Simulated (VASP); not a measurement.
# PtSe2 (P-3m1) in VASP: single point with r2SCAN

Aim: the single point of PtSe2 with r2SCAN.

Everything below comes from runs of VASP 6.6.1. Logs are shortened: lines on timing, memory, paths and dates and some standing lists are left out, and cuts for length are marked.

## 1. The cell of the first run

It takes space group P-3m1 (No. 164, trigonal). Conventional cell: a = 3.724 Å, b = 3.724 Å, c = 5.062 Å, α = 90.00°, β = 90.00°, γ = 120.00°. Within 3.3 Å of Pt (site symmetry -3m) lie 6 Se at 2.49 Å. Within 3.4 Å of Se (site symmetry 3m) lie 3 Pt at 2.49 Å and 6 Se at 3.32 Å.

## 2. Single point, r2SCAN

POSCAR reads:

```
PtSe2
1.0
    3.7240000000      0.0000000000      0.0000000000
   -1.8620000000      3.2250786000      0.0000000000
    0.0000000000      0.0000000000      5.0620000000
Pt Se
1 2
Direct
    0.0000000000      0.0000000000      0.0000000000
    0.3333333333      0.6666666667      0.2500000000
    0.6666666667      0.3333333333      0.7500000000
```

INCAR.step1 reads:

```
SYSTEM = PtSe2
PREC = Accurate
ENCUT = 520
ISMEAR = 1
SIGMA = 0.1
LREAL = .FALSE.
LASPH = .TRUE.
NELM = 80
NBANDS = 18
GGA = PE
ALGO = Normal
EDIFF = 1E-4
LWAVE = .TRUE.
LCHARG = .FALSE.
```

INCAR.step2 reads:

```
SYSTEM = PtSe2
PREC = Accurate
ENCUT = 520
EDIFF = 1E-6
ISMEAR = 1
SIGMA = 0.1
LREAL = .FALSE.
LASPH = .TRUE.
NELM = 80
ALGO = Normal
ISIF = 2
LWAVE = .FALSE.
LCHARG = .FALSE.
METAGGA = R2SCAN
LMIXTAU = .TRUE.
NBANDS = 18
ISTART = 1
```

KPOINTS reads:

```
regular mesh
0
G
  7 7 4
  0 0 0
```

Potentials or basis: VASP PAW PBE potentials, release 64 (Pt, Se).

Run with:

```console
$ cat potpaw_PBE.64/Pt/POTCAR potpaw_PBE.64/Se/POTCAR > POTCAR
$ cp INCAR.step1 INCAR
$ mpirun -np 1 vasp_std > vasp.out
$ cp INCAR.step2 INCAR
$ mpirun -np 1 vasp_std > vasp.out
```

OUTCAR:

```text
SYSTEM = PtSe2
   PREC = Accurate
   ENCUT = 520
   EDIFF = 1E-6
   ISMEAR = 1
   LREAL = .FALSE.
   LASPH = .TRUE.
   NELM = 80
   ISIF = 2
   METAGGA = R2SCAN
   ISTART = 1

 ion  position               nearest neighbor table
   1  0.000  0.000  0.000-   2 2.49   3 2.49   3 2.49   2 2.49   3 2.49   2 2.49
   2  0.333  0.667  0.250-   1 2.49   1 2.49   1 2.49
   3  0.667  0.333  0.750-   1 2.49   1 2.49   1 2.49

  LATTYP: Found a hexagonal cell.
 ALAT       =     3.7240000000
 C/A-ratio  =     1.3592910849

  Lattice vectors:

 A1 = (   3.7240000000,   0.0000000000,   0.0000000000)
 A2 = (  -1.8620000000,   3.2250786000,   0.0000000000)
 A3 = (   0.0000000000,   0.0000000000,   5.0620000000)

Analysis of symmetry for initial positions (statically):
=====================================================================
 Subroutine PRICEL returns:
 Original cell was already a primitive cell.

 Routine SETGRP: Setting up the symmetry group for a
 hexagonal supercell.

 Subroutine GETGRP returns: Found 12 space group operations
 (whereof 12 operations were pure point group operations)
 out of a pool of 24 trial point group operations.

The static configuration has the point symmetry D_3d.

Analysis of symmetry for dynamics (positions and initial velocities):
=====================================================================
 Subroutine PRICEL returns:
 Original cell was already a primitive cell.

 Routine SETGRP: Setting up the symmetry group for a
 hexagonal supercell.

 Subroutine GETGRP returns: Found 12 space group operations
 (whereof 12 operations were pure point group operations)
 out of a pool of 24 trial point group operations.

The dynamic configuration has the point symmetry D_3d.

 Subroutine INISYM returns: Found 12 space group operations
 (whereof 12 operations are pure point group operations),
 and found     1 'primitive' translations

----------------------------------------------------------------------------------------

                                     Primitive cell

  volume of cell :      60.7956

  direct lattice vectors                    reciprocal lattice vectors
     3.724000000  0.000000000  0.000000000     0.268528464  0.155034981  0.000000000
    -1.862000000  3.225078600  0.000000000     0.000000000  0.310069962  0.000000000
     0.000000000  0.000000000  5.062000000     0.000000000  0.000000000  0.197550375

  length of vectors
     3.724000000  3.723999997  5.062000000     0.310069962  0.310069962  0.197550375

  position of ions in fractional coordinates (direct lattice)
     0.000000000  0.000000000  0.000000000
     0.333333333  0.666666667  0.250000000
     0.666666667  0.333333333  0.750000000

  ion indices of the primitive-cell ions
   primitive index   ion index
                 1           1
                 2           2
                 3           3

----------------------------------------------------------------------------------------

 KPOINTS: regular mesh

Automatic generation of k-mesh.
 Grid dimensions read from file:
 generate k-points for:    7    7    4

 Generating k-lattice:

  Cartesian coordinates                     Fractional coordinates (reciprocal lattice)
     0.038361209  0.022147854  0.000000000     0.142857143  0.000000000  0.000000000
     0.000000000  0.044295709  0.000000000     0.000000000  0.142857143  0.000000000
     0.000000000  0.000000000  0.049387594     0.000000000  0.000000000  0.250000000

  Length of vectors
     0.044295709  0.044295709  0.049387594

  Shift w.r.t. Gamma in fractional coordinates (k-lattice)
     0.000000000  0.000000000  0.000000000

 Subroutine IBZKPT returns following result:
 ===========================================

 Found     28 irreducible k-points:

 Following reciprocal coordinates:
            Coordinates               Weight
  0.000000  0.000000  0.000000      1.000000
  0.142857 -0.000000  0.000000      6.000000
  0.285714  0.000000  0.000000      6.000000
  0.428571 -0.000000  0.000000      6.000000
  0.142857  0.142857  0.000000      6.000000
  0.285714  0.142857  0.000000     12.000000
[... 16 lines left out ...]
  0.285714  0.000000  0.500000      6.000000
  0.428571 -0.000000  0.500000      6.000000
 [... further k-points ...]
   k-points           NKPTS =     28   k-points in BZ     NKDIM =     28   number of bands    NBANDS=     18
   number of dos      NEDOS =    301   number of ions     NIONS =      3
   total plane-waves  NPLWV =  31360
   dimension x,y,z NGX =    28 NGY =   28 NGZ =   40
   dimension x,y,z NGXF=    56 NGYF=   56 NGZF=   80
   ions per type =               1   2
   NGX,Y,Z   is equivalent  to a cutoff of  12.50, 12.50, 13.14 a.u.
   NGXF,Y,Z  is equivalent  to a cutoff of  25.00, 25.00, 26.27 a.u.
 SYSTEM =  PtSe2
   PREC   = accura    normal or accurate (medium, high low for compatibility)
   ISTART =      1    job   : 0-new  1-cont  2-samecut
   ICHARG =      0    charge: 1-file 2-atom 10-const
   ISPIN  =      1    spin polarized calculation?
   LNONCOLLINEAR =      F non collinear calculations
   LSORBIT =      F    spin-orbit coupling
   LASPH  =      T    aspherical Exc in radial PAW
   ENCUT  =  520.0 eV  38.22 Ry    6.18 a.u.   6.92  6.92  9.41*2*pi/ulx,y,z
   NELM   =     80;   NELMIN=  2; NELMDL=  0     # of ELM steps
   EDIFF  = 0.1E-05   stopping-criterion for ELM
   LREAL  =      F    real-space projection
   EDIFFG = 0.1E-04   stopping-criterion for IOM
   NSW    =      0    number of steps for IOM
   IBRION =     -1    ionic relax: 0-MD 1-quasi-New 2-CG
   NFREE  =      0    steps in history (QN), initial steepest desc. (CG)
   ISIF   =      2    stress and relaxation
   ISYM   =      2    0-nonsym 1-usesym 2-fastsym
   POTIM  = 0.5000    time-step for ionic-motion
   TEBEG  =    0.0;   TEEND  =   0.0 temperature during run
   PSTRESS=    0.0 pullay stress
   NELECT =      22.0000    total number of electrons
   NUPDOWN=      -1.0000    fix difference up-down
   EMIN   =  10.00;   EMAX   =-10.00  energy-range for DOS
   EFERMI =   0.00;   METHOD = LEGACY
   ISMEAR =     1;   SIGMA  =   0.10  broadening in eV -4-tet -1-fermi 0-gaus
   EFERMI_NEDOS =   21; number of points for ismear=-14 and -15
   IALGO  =     38    algorithm
   IMIX   =      4    mixing-type and parameters
     AMIX     =   0.40;   BMIX     =  1.00
     AMIX_MAG =   1.60;   BMIX_MAG =  1.00
  volume/ion in A,a.u.               =      20.27       136.76
  Fermi-wavevector in a.u.,A,eV,Ry     =   1.166608  2.204570 18.517184  1.360975
  Thomas-Fermi vector in A             =   2.303119
   LORBIT       =      0    0 simple, 1 ext, 2 COOP (PROOUT), +10 PAW based schemes
   METAGGA = R2SCAN    functional components
   LHFCALC =     F    Hartree Fock is set to
   AEXX    =    0.0000 exact exchange contribution
   IVDW    =     0    specifies the selected vdW correction
   LEPSILON=     F    determine dielectric tensor
   LRPA    =     F    only Hartree local field effects (RPA)
 non-spin polarized calculation
 Methfessel and Paxton  Order N= 1 SIGMA  =   0.10
  energy-cutoff  :      520.00
  volume of cell :       60.80
 maximum number of plane-waves:      1649
   NGX = 13   NGY = 13   NGZ = 19

 number of electron      21.9999999 magnetization

 Free energy of the ion-electron system (eV)
  ---------------------------------------------------
  ext. energy  EPLUGINS =         0.00000000
  ---------------------------------------------------
  free energy    TOTEN  =       -81.42194654 eV

  energy without entropy =      -81.42174859  energy(sigma->0) =      -81.42188055

 E-fermi :   6.3061     XC(G=0): -11.2667

 val. band max:        6.2328702647   @ k =   0.0000   0.1429   0.2500
 cond. band min:       6.3415714589   @ k =   0.0000   0.2857   0.2500
 fundamental gap:      0.1087011942
 Fermi energy:         6.3061245496

 k-point     1 :       0.0000    0.0000    0.0000
  band No.  band energies     occupation
      1     -10.0085      2.00000
      2      -7.0565      2.00000
      3      -1.1483      2.00000
      4      -0.4556      2.00000
      5      -0.4556      2.00000
      6       2.0619      2.00000
[... 10 lines left out ...]
     17      14.0448      0.00000
     18      18.8667      0.00000

 k-point     2 :       0.1429   -0.0000    0.0000
  band No.  band energies     occupation
      1      -9.7715      2.00000
      2      -7.1663      2.00000
      3      -0.8735      2.00000
      4      -0.3034      2.00000
      5      -0.2766      2.00000
      6       1.7313      2.00000
[... 10 lines left out ...]
     17      14.7553      0.00000
     18      16.3643      0.00000

 k-point     3 :       0.2857    0.0000    0.0000
  band No.  band energies     occupation
      1      -9.1373      2.00000
      2      -7.4331      2.00000
      3      -0.3478      2.00000
      4       0.0337      2.00000
      5       0.2348      2.00000
      6       0.6565      2.00000
[... 10 lines left out ...]
     17      14.9832      0.00000
     18      15.1725      0.00000

 k-point     4 :       0.4286   -0.0000    0.0000
  band No.  band energies     occupation
      1      -8.3663      2.00000
      2      -7.7931      2.00000
      3      -1.1263      2.00000
      4       0.2300      2.00000
      5       0.6449      2.00000
      6       1.5345      2.00000
[... 375 lines left out ...]
      4      -0.2644      2.00000
      5       0.6937      2.00000
      6       1.6577      2.00000
[... 10 lines left out ...]
     17      14.5124      0.00000
     18      14.9045      0.00000

 k-point    23 :       0.2857    0.0000    0.5000
  band No.  band energies     occupation
      1      -8.6268      2.00000
      2      -8.0790      2.00000
      3      -0.7978      2.00000
      4      -0.0232      2.00000
      5      -0.0097      2.00000
      6       1.4590      2.00000
[... 10 lines left out ...]
     17      16.3762      0.00000
     18      16.3971      0.00000

 k-point    24 :       0.4286   -0.0000    0.5000
  band No.  band energies     occupation
      1      -8.2468      2.00000
      2      -7.8235      2.00000
      3      -1.4916      2.00000
      4       0.0376      2.00000
      5       0.0434      2.00000
      6       1.4065      2.00000
[... 10 lines left out ...]
     17      16.5965      0.00000
     18      17.1361      0.00000

 [... further k-points ...]

------------------------ aborting loop because EDIFF is reached ----------------------------------------

  FORCE on cell =-STRESS in cart. coord.  units (eV):
  Direction    XX          YY          ZZ          XY          YZ          ZX
  --------------------------------------------------------------------------------------
  -------------------------------------------------------------------------------------
  Total        1.8895176      1.8895176      1.9444258      0.0000000     -0.0000000      0.0000000
  in kB       49.7954200     49.7954199     51.2424453      0.0000000     -0.0000000      0.0000000
  external PRESSURE =      50.2777617 kB  Pullay stress =       0.0000000 kB

 VOLUME and BASIS-vectors are now :
 -----------------------------------------------------------------------------
  energy-cutoff  :      520.00
  volume of cell :       60.80
      direct lattice vectors                 reciprocal lattice vectors
     3.724000000  0.000000000  0.000000000     0.268528464  0.155034981  0.000000000
    -1.862000000  3.225078600  0.000000000     0.000000000  0.310069962  0.000000000
     0.000000000  0.000000000  5.062000000     0.000000000  0.000000000  0.197550375

 POSITION                                       TOTAL-FORCE (eV/Angst)
 -----------------------------------------------------------------------------------
      0.00000      0.00000      0.00000         0.000000      0.000000      0.000000
     -0.00000      2.15005      1.26550        -0.000000     -0.000000      0.374305
      1.86200      1.07503      3.79650        -0.000000      0.000000     -0.374305
 -----------------------------------------------------------------------------------
    total drift:                               -0.000000     -0.000000     -0.000000

  FREE ENERGIE OF THE ION-ELECTRON SYSTEM (eV)
  ---------------------------------------------------
  free  energy   TOTEN  =       -81.4219465378 eV

  energy  without entropy=      -81.4217485863  energy(sigma->0) =      -81.42188055
```

Run time: 3.1 min. Hardware: 1 thread of AMD EPYC 7R13, shared host; peak memory 0.16 GiB.

Results:

| Quantity | Value |
| --- | --- |
| Free energy | -81.4219 eV |
| Pressure | 5.0 GPa |
| Largest force | 0.374 eV/Å |
| Band gap on the k mesh | zero (bands 11 and 12 overlap by 0.38 eV) |

Forces in eV/Å, atoms in the order of the input:
```
Pt   0.000  0.000  0.000
Se   0.000  0.000  0.374
Se   0.000  0.000 -0.374
```

Caveat: the cell stands under pressure; the PAW data sets were made with another functional, which shifts forces and pressure a little; spin-orbit coupling is left out, which moves the levels of the heavy elements.
